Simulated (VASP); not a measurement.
## Cu: single point with PBE

Cu:

```
Cu
1.0
     2.37169    0.00000    0.00000
    -1.18584    2.05394    0.00000
     0.00000    0.00000    3.87721
Cu
2
Direct
  0.33333 0.66667 0.25000
  0.66667 0.33333 0.75000
```

| Property | Result |
| --- | --- |
| Program | VASP 6.6.1 |
| Task | single point |
| Functional | PBE |
| Potentials or basis | VASP PAW PBE potentials, release 64 (Cu) |
| Cutoff | 520 eV |
| k mesh | 18 × 18 × 10 |
| Occupations | fermi-dirac, width 0.05 eV |
| Spin | no spin polarisation |
| Dipole correction | no |
| Further INCAR settings | ALGO = Normal; EDIFF = 1e-06; NBANDS = 18 |

```
Pressure               : 60.6 GPa
Band gap on the k mesh : zero (band 11 reaches 15.39 eV, above the bottom of band 12 at 8.39 eV)
```

Stress tensor (GPa, compression positive):
```
60.63  0.00  0.00
 0.00 60.63  0.00
 0.00  0.00 60.47
```

Levels at points of the mesh, in eV from the Fermi level:
```csv
k point,band 9,band 10,band 11,band 12,band 13,band 14
"(0.00, 0.00, 0.00)",-3.02,-1.98,-1.98,-1.68,5.05,23.17
"(0.50, 0.00, 0.00)",-1.78,-1.70,0.04,2.11,8.93,9.63
"(0.00, 0.00, 0.50)",-2.29,-2.29,-2.29,-2.29,14.47,14.47
"(0.50, 0.00, 0.50)",-1.76,-1.76,0.30,0.30,6.24,6.24
```

Wall time 43 s on 1 thread of Intel(R) Xeon(R) Platinum 8488C (Sapphire Rapids), on a shared host, peak memory 0.16 GiB.
